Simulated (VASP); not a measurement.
# ZnS: single point with PBEsol

The system is ZnS.

```
CELL_PARAMETERS angstrom
3.74376 0.00000 0.00000
-1.87188 3.24219 0.00000
0.00000 0.00000 6.24651
ATOMIC_POSITIONS crystal
Zn 0.33333 0.66667 0.00703
Zn 0.66667 0.33333 0.50703
S 0.33333 0.66667 0.37797
S 0.66667 0.33333 0.87797
```

This cell differs from its parent crystal: in-plane strain -0.01, then relaxed in part.

```json
{"Program": "VASP 6.6.1", "Task": "single point", "Functional": "PBEsol", "Potentials or basis": "VASP PAW PBE potentials, release 64 (Zn, S)", "Cutoff": "520 eV", "k mesh": "6 × 6 × 4", "Occupations": "gaussian, width 0.01 eV", "Spin": "no spin polarisation", "Dipole correction": "no", "Further INCAR settings": "ALGO = Normal; EDIFF = 1e-06; NBANDS = 26"}
```

The pressure is 1.4 GPa and the band gap on the k mesh is 2.17 eV, direct.

Stress tensor (GPa, compression positive):
```
1.92 0.00 0.00
0.00 1.92 0.00
0.00 0.00 0.25
```

Levels at points of the mesh, in eV from the valence-band top:
```csv
k point,band 14,band 15,band 16,band 17,band 18,band 19,band 20,band 21,band 22,band 23
"(0.00, 0.00, 0.00)",-0.93,-0.93,-0.18,0.00,0.00,2.17,3.18,6.25,6.25,6.27
"(0.50, 0.00, 0.00)",-4.35,-3.55,-2.37,-1.90,-0.96,3.56,4.18,4.84,6.75,7.28
"(0.00, 0.00, 0.50)",-3.11,-0.49,-0.49,-0.49,-0.49,3.60,3.60,6.68,6.68,6.72
"(0.50, 0.00, 0.50)",-5.12,-1.85,-1.85,-1.72,-1.72,3.34,3.34,5.06,5.06,8.72
```

It took 28 s on 1 thread of Intel(R) Xeon(R) Platinum 8259CL CPU @ 2.50GHz (Skylake/Cascade Lake), on a shared host, peak memory 0.19 GiB.

Caveat: the cell differs from its parent crystal (in-plane strain -0.01, then relaxed in part); the PAW data sets were made with another functional, which shifts forces and pressure a little.
